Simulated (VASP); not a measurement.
# Sc (P6_3/mmc) in VASP: single point with PBEsol

Aim: the single point of Sc with PBEsol.

All numbers are computed with VASP 6.6.1; they aren't measurements. Logs are shortened: lines on timing, memory, paths and dates and some standing lists are left out, and cuts for length are marked.

### Step 1. The cell of the first run

Symmetry: P6_3/mmc, No. 194, hexagonal system. The conventional cell has a = 3.183 Å, b = 3.183 Å, c = 5.168 Å, α = 90.00°, β = 90.00°, γ = 120.00°. Within 4.2 Å of Sc (site symmetry -6m2) lie 12 Sc at 3.17 to 3.18 Å.

### Step 2. Single point, PBEsol

Input file INCAR:

```
ALGO     = Normal         # electronic algorithm
EDIFF    = 1E-7           # SCF threshold, eV
ENCUT    = 520            # plane-wave cutoff, eV
GGA      = PS             # functional
ISIF     = 2              # what is computed and relaxed
ISMEAR   = 0              # smearing method
LASPH    = T              # aspherical terms in the spheres
LCHARG   = F              # write CHGCAR
LREAL    = F              # projectors in reciprocal space
LWAVE    = F              # write WAVECAR
NBANDS   = 18             # bands
NELM     = 100            # most SCF steps
PREC     = Accurate       # precision mode
SIGMA    = 0.1            # smearing width, eV
```

Input file KPOINTS:

```
k-points
0
Gamma
  12 12 7
```

Input file POSCAR:

```
Sc
1.0
    3.1825784893      0.0000000000      0.0000000000
   -1.5912892447      2.7561938213      0.0000000000
    0.0000000000      0.0000000000      5.1677357970
Sc
2
Direct
    0.3333333333      0.6666666667      0.2500000000
    0.6666666667      0.3333333333      0.7500000000
```

Potentials or basis: VASP PAW PBE potentials, release 64 (Sc_sv).

Command:

```console
$ cat potpaw_PBE.64/Sc_sv/POTCAR > POTCAR
$ mpirun -np 1 vasp_std > vasp.out
```

OUTCAR:

```text
EDIFF = 1E-7
   ENCUT = 520
   GGA = PS
   ISIF = 2
   ISMEAR = 0
   LASPH = T
   LREAL = F
   NELM = 100
   PREC = Accurate

 ion  position               nearest neighbor table
   1  0.333  0.667  0.250-   2 3.17   2 3.17   2 3.17   2 3.17   2 3.17   2 3.17
   2  0.667  0.333  0.750-   1 3.17   1 3.17   1 3.17   1 3.17   1 3.17   1 3.17

  LATTYP: Found a hexagonal cell.
 ALAT       =     3.1825784893
 C/A-ratio  =     1.6237575332

  Lattice vectors:

 A1 = (   3.1825784893,   0.0000000000,   0.0000000000)
 A2 = (  -1.5912892447,   2.7561938213,   0.0000000000)
 A3 = (   0.0000000000,   0.0000000000,   5.1677357970)

Analysis of symmetry for initial positions (statically):
=====================================================================
 Subroutine PRICEL returns:
 Original cell was already a primitive cell.

 Routine SETGRP: Setting up the symmetry group for a
 hexagonal supercell.

 Subroutine GETGRP returns: Found 24 space group operations
 (whereof 12 operations were pure point group operations)
 out of a pool of 24 trial point group operations.

The static configuration has the point symmetry D_3d.
 The point group associated with its full space group is D_6h.

Analysis of symmetry for dynamics (positions and initial velocities):
=====================================================================
 Subroutine PRICEL returns:
 Original cell was already a primitive cell.

 Routine SETGRP: Setting up the symmetry group for a
 hexagonal supercell.

 Subroutine GETGRP returns: Found 24 space group operations
 (whereof 12 operations were pure point group operations)
 out of a pool of 24 trial point group operations.

The dynamic configuration has the point symmetry D_3d.
 The point group associated with its full space group is D_6h.

 Subroutine INISYM returns: Found 24 space group operations
 (whereof 12 operations are pure point group operations),
 and found     1 'primitive' translations

----------------------------------------------------------------------------------------

                                     Primitive cell

  volume of cell :      45.3304

  direct lattice vectors                    reciprocal lattice vectors
     3.182578489  0.000000000  0.000000000     0.314210632  0.181409593  0.000000000
    -1.591289245  2.756193821  0.000000000     0.000000000  0.362819186  0.000000000
     0.000000000  0.000000000  5.167735797     0.000000000  0.000000000  0.193508345

  length of vectors
     3.182578489  3.182578489  5.167735797     0.362819186  0.362819186  0.193508345

  position of ions in fractional coordinates (direct lattice)
     0.333333333  0.666666667  0.250000000
     0.666666667  0.333333333  0.750000000

  ion indices of the primitive-cell ions
   primitive index   ion index
                 1           1
                 2           2

----------------------------------------------------------------------------------------

 KPOINTS: k-points

Automatic generation of k-mesh.
 Grid dimensions read from file:
 generate k-points for:   12   12    7

 Generating k-lattice:

  Cartesian coordinates                     Fractional coordinates (reciprocal lattice)
     0.026184219  0.015117466  0.000000000     0.083333333  0.000000000  0.000000000
     0.000000000  0.030234932  0.000000000     0.000000000  0.083333333  0.000000000
     0.000000000  0.000000000  0.027644049     0.000000000  0.000000000  0.142857143

  Length of vectors
     0.030234932  0.030234932  0.027644049

  Shift w.r.t. Gamma in fractional coordinates (k-lattice)
     0.000000000  0.000000000  0.000000000

 Subroutine IBZKPT returns following result:
 ===========================================

 Found     76 irreducible k-points:

 Following reciprocal coordinates:
            Coordinates               Weight
  0.000000  0.000000  0.000000      1.000000
  0.083333  0.000000  0.000000      6.000000
  0.166667 -0.000000  0.000000      6.000000
  0.250000 -0.000000  0.000000      6.000000
  0.333333 -0.000000  0.000000      6.000000
  0.416667 -0.000000  0.000000      6.000000
[... 16 lines left out ...]
  0.250000 -0.000000  0.142857     12.000000
  0.333333 -0.000000  0.142857     12.000000
 [... further k-points ...]
   k-points           NKPTS =     76   k-points in BZ     NKDIM =     76   number of bands    NBANDS=     18
   number of dos      NEDOS =    301   number of ions     NIONS =      2
   total plane-waves  NPLWV =  23040
   dimension x,y,z NGX =    24 NGY =   24 NGZ =   40
   dimension x,y,z NGXF=    48 NGYF=   48 NGZF=   80
   ions per type =               2
   NGX,Y,Z   is equivalent  to a cutoff of  12.54, 12.54, 12.87 a.u.
   NGXF,Y,Z  is equivalent  to a cutoff of  25.07, 25.07, 25.74 a.u.
 SYSTEM =  unknown system
   PREC   = accura    normal or accurate (medium, high low for compatibility)
   ISTART =      0    job   : 0-new  1-cont  2-samecut
   ICHARG =      2    charge: 1-file 2-atom 10-const
   ISPIN  =      1    spin polarized calculation?
   LNONCOLLINEAR =      F non collinear calculations
   LSORBIT =      F    spin-orbit coupling
   LASPH  =      T    aspherical Exc in radial PAW
   ENCUT  =  520.0 eV  38.22 Ry    6.18 a.u.   5.92  5.92  9.61*2*pi/ulx,y,z
   NELM   =    100;   NELMIN=  2; NELMDL= -5     # of ELM steps
   EDIFF  = 0.1E-06   stopping-criterion for ELM
   LREAL  =      F    real-space projection
   EDIFFG = 0.1E-05   stopping-criterion for IOM
   NSW    =      0    number of steps for IOM
   IBRION =     -1    ionic relax: 0-MD 1-quasi-New 2-CG
   NFREE  =      0    steps in history (QN), initial steepest desc. (CG)
   ISIF   =      2    stress and relaxation
   ISYM   =      2    0-nonsym 1-usesym 2-fastsym
   POTIM  = 0.5000    time-step for ionic-motion
   TEBEG  =    0.0;   TEEND  =   0.0 temperature during run
   PSTRESS=    0.0 pullay stress
   NELECT =      22.0000    total number of electrons
   NUPDOWN=      -1.0000    fix difference up-down
   EMIN   =  10.00;   EMAX   =-10.00  energy-range for DOS
   EFERMI =   0.00;   METHOD = LEGACY
   ISMEAR =     0;   SIGMA  =   0.10  broadening in eV -4-tet -1-fermi 0-gaus
   EFERMI_NEDOS =   21; number of points for ismear=-14 and -15
   IALGO  =     38    algorithm
   IMIX   =      4    mixing-type and parameters
     AMIX     =   0.40;   BMIX     =  1.00
     AMIX_MAG =   1.60;   BMIX_MAG =  1.00
  volume/ion in A,a.u.               =      22.67       152.95
  Fermi-wavevector in a.u.,A,eV,Ry     =   1.286528  2.431186 22.519751  1.655155
  Thomas-Fermi vector in A             =   2.418597
   LORBIT       =      0    0 simple, 1 ext, 2 COOP (PROOUT), +10 PAW based schemes
   GGA     = PS    functional components
   LHFCALC =     F    Hartree Fock is set to
   AEXX    =    0.0000 exact exchange contribution
   IVDW    =     0    specifies the selected vdW correction
   LEPSILON=     F    determine dielectric tensor
   LRPA    =     F    only Hartree local field effects (RPA)
 non-spin polarized calculation
 Gauss-broadening in eV      SIGMA  =   0.10
  energy-cutoff  :      520.00
  volume of cell :       45.33
 maximum number of plane-waves:      1239
 NGX is ok and might be reduce to    24
   NGX = 11   NGY = 11   NGZ = 19

 number of electron      21.9999995 magnetization

 Free energy of the ion-electron system (eV)
  ---------------------------------------------------
  ext. energy  EPLUGINS =         0.00000000
  ---------------------------------------------------
  free energy    TOTEN  =       -13.18670278 eV

  energy without entropy =      -13.16523737  energy(sigma->0) =      -13.17597007

 E-fermi :   4.0871     XC(G=0): -10.3393

 val. band max:        4.0796173935   @ k =   0.2500   0.2500   0.2857
 cond. band min:       4.0899076587   @ k =   0.3333   0.0833   0.4286
 fundamental gap:      0.0102902653
 Fermi energy:         4.0870852257

 k-point     1 :       0.0000    0.0000    0.0000
  band No.  band energies     occupation
      1     -44.9111      2.00000
      2     -44.8226      2.00000
      3     -23.8868      2.00000
      4     -23.4282      2.00000
      5     -23.4282      2.00000
      6     -23.3578      2.00000
[... 10 lines left out ...]
     17       6.7564      0.00000
     18       6.7564      0.00000

 k-point     2 :       0.0833    0.0000    0.0000
  band No.  band energies     occupation
      1     -44.9060      2.00000
      2     -44.8202      2.00000
      3     -23.8747      2.00000
      4     -23.4550      2.00000
      5     -23.4367      2.00000
      6     -23.3856      2.00000
[... 10 lines left out ...]
     17       6.6048      0.00000
     18       6.6512      0.00000

 k-point     3 :       0.1667   -0.0000    0.0000
  band No.  band energies     occupation
      1     -44.8919      2.00000
      2     -44.8139      2.00000
      3     -23.8402      2.00000
      4     -23.5287      2.00000
      5     -23.4601      2.00000
      6     -23.4592      2.00000
[... 10 lines left out ...]
     17       6.4036      0.00000
     18       6.6984      0.00000

 k-point     4 :       0.2500   -0.0000    0.0000
  band No.  band energies     occupation
      1     -44.8718      2.00000
      2     -44.8060      2.00000
      3     -23.7886      2.00000
      4     -23.6302      2.00000
      5     -23.5583      2.00000
      6     -23.4888      2.00000
[... 375 lines left out ...]
      4     -23.5223      2.00000
      5     -23.4762      2.00000
      6     -23.4550      2.00000
[... 10 lines left out ...]
     17       6.7472      0.00000
     18       6.7724      0.00000

 k-point    23 :       0.2500   -0.0000    0.1429
  band No.  band energies     occupation
      1     -44.8686      2.00000
      2     -44.8093      2.00000
      3     -23.7826      2.00000
      4     -23.6165      2.00000
      5     -23.5718      2.00000
      6     -23.4840      2.00000
[... 10 lines left out ...]
     17       6.9678      0.00000
     18       7.1645      0.00000

 k-point    24 :       0.3333   -0.0000    0.1429
  band No.  band energies     occupation
      1     -44.8478      2.00000
      2     -44.8020      2.00000
      3     -23.7750      2.00000
      4     -23.6864      2.00000
      5     -23.6502      2.00000
      6     -23.5121      2.00000
[... 10 lines left out ...]
     17       7.5305      0.00000
     18       7.6870      0.00000

 [... further k-points ...]
[... 5 lines left out ...]
  --------------------------------------------------------------------------------------
  -------------------------------------------------------------------------------------
  Total        1.1611464      1.1611464      0.0120639     -0.0000000      0.0000000      0.0000000
  in kB       41.0400958     41.0400958      0.4263907     -0.0000000      0.0000000      0.0000000
  external PRESSURE =      27.5021941 kB  Pullay stress =       0.0000000 kB

 VOLUME and BASIS-vectors are now :
 -----------------------------------------------------------------------------
  energy-cutoff  :      520.00
  volume of cell :       45.33
      direct lattice vectors                 reciprocal lattice vectors
     3.182578489  0.000000000  0.000000000     0.314210632  0.181409593  0.000000000
    -1.591289245  2.756193821  0.000000000     0.000000000  0.362819186  0.000000000
     0.000000000  0.000000000  5.167735797     0.000000000  0.000000000  0.193508345

 POSITION                                       TOTAL-FORCE (eV/Angst)
 -----------------------------------------------------------------------------------
     -0.00000      1.83746      1.29193        -0.000000      0.000000      0.000000
      1.59129      0.91873      3.87580         0.000000     -0.000000      0.000000
 -----------------------------------------------------------------------------------
    total drift:                               -0.000000      0.000000     -0.000000

  FREE ENERGIE OF THE ION-ELECTRON SYSTEM (eV)
  ---------------------------------------------------
  free  energy   TOTEN  =       -13.1867027770 eV

  energy  without entropy=      -13.1652373694  energy(sigma->0) =      -13.17597007
```

Run time: 59 s. Hardware: 1 thread of AMD EPYC 7R43 (Zen 3), shared host; peak memory 0.15 GiB.

Results:

```yaml
Free_energy: -13.1867 eV
Pressure: 2.8 GPa
Band_gap_on_the_k_mesh: zero (band 11 reaches 4.78 eV, above the bottom of band 12 at 3.52 eV)
```

Levels at points of the mesh, in eV from the Fermi level:
```
           k point  band 9  band 10  band 11  band 12  band 13  band 14
(0.00, 0.00, 0.00)   -5.30    -1.84     0.50     1.72     1.72     1.72
(0.50, 0.00, 0.00)   -1.62    -1.16    -0.86    -0.17     1.26     1.57
```

Caveat: the PAW data sets were made with another functional, which shifts forces and pressure a little.
